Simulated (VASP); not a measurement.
Si27PC26 (a cell with a defect), 54 atoms in the cell. The cell holds a defect, 54 atoms: a = 9.245 Å, b = 9.245 Å, c = 9.245 Å, α = 60.00°, β = 60.00°, γ = 60.00°. 

```yaml
Program: VASP 6.6.1
Task: relaxation of the atoms
Functional: PBE
Potentials_or_basis: VASP PAW PBE potentials, release 64 (Si, P, C)
Cutoff: 520 eV
k_mesh: 3 × 3 × 3
Occupations: fermi-dirac, width 0.01 eV
Spin: no spin polarisation
Dipole_correction: no
Charge: 1
Further_INCAR_settings: LREAL = Auto; ALGO = Normal; EDIFF = 1e-06; IBRION = 2; EDIFFG = -0.03; NSW = 60; NELECT = 216.0
```

Potentials or basis: VASP PAW PBE potentials, release 64 (Si, P, C).

Command:

```console
$ cat potpaw_PBE.64/Si/POTCAR potpaw_PBE.64/P/POTCAR potpaw_PBE.64/C/POTCAR > POTCAR
$ mpirun -np 1 vasp_std > vasp.out
```

Hardware: 1 × NVIDIA H100 80GB with 1 thread of AMD EPYC 7R13 Processor (Zen 3) (shared host).

Task: How long does it take, and how much memory?

Result: Wall time 8 min on 1 × NVIDIA H100 80GB with 1 thread of AMD EPYC 7R13 Processor (Zen 3) (shared host), peak memory 1.6 GiB. Counts: scf iterations 80, k points 4, ion steps 9.
